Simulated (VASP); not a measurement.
Set up this calculation in VASP 6.6.1, as the native input.

* Task: single point
* Functional: PBE
* Potentials or basis: VASP PAW PBE potentials, release 64 (Au, Zn)
* Cutoff: 520 eV
* k mesh: 2 × 2 × 2
* Occupations: gaussian, width 0.1 eV
* Spin: no spin polarisation
* Dipole correction: no
* Further INCAR settings: LREAL = Auto; ALGO = Normal; EDIFF = 1e-06; NBANDS = 100

The structure of Zn8Au7 (a cell with a defect) lies in POSCAR:

```
Zn8Au7
1.0
    6.2646440000      0.0000000000      0.0000000000
    0.0000000000      6.2646440000      0.0000000000
    0.0000000000      0.0000000000      6.2646440000
Au Zn
7 8
Direct
    0.0006289264     -0.0006295649      0.0005245310
    0.0000952967     -0.0003770366      0.4995752352
    0.0006953308      0.5001430249      0.0005756113
   -0.0004509434      0.4992090532      0.5004309902
    0.4994087453     -0.0008182428      0.0005133572
    0.5005794423     -0.0001451000      0.5004906903
    0.5000703951      0.4997003820     -0.0000930620
    0.2582754902      0.2574778391      0.2581741277
    0.2576495967      0.2572085501      0.7427081252
    0.2587376074      0.7409560703      0.2595130705
    0.2593251907      0.7403435854      0.7404293045
    0.7409506430      0.2586924333      0.2588432798
    0.7425797859      0.2571613008      0.7429370288
    0.7423979719      0.7416852418      0.2578369976
    0.7427242474      0.7422073784      0.7430214710
```

These files were run (other wordings do the same):

INCAR

```
PREC = Accurate ; ENCUT = 520
EDIFF = 1E-6 ; ISMEAR = 0
SIGMA = 0.1 ; LREAL = Auto
LASPH = True ; NELM = 100
ALGO = Normal ; ISIF = 2
LWAVE = False ; LCHARG = False
GGA = PE ; NBANDS = 100
```

KPOINTS

```
Automatic mesh
0
Gamma
  2 2 2
```

Potentials or basis: VASP PAW PBE potentials, release 64 (Au, Zn).

Launch:

```bash
$ cat potpaw_PBE.64/Au/POTCAR potpaw_PBE.64/Zn/POTCAR > POTCAR
$ mpirun -np 1 vasp_std > vasp.out
```

It gave:

The pressure is 2.4 GPa and the largest force is 0.008 eV/Å. The band gap on the k mesh is zero (an odd number of electrons rules out a gap without spin polarisation).

Caveat: the k points lie up to 0.50 Å⁻¹ apart, too coarse for converged energies and pressures of a metal; spin-orbit coupling is left out, which moves the levels of the heavy elements.

Wall time 7.4 min on 1 thread of Oxide Virtual Turin-like Processor, with other jobs on the host, peak memory 0.36 GiB.
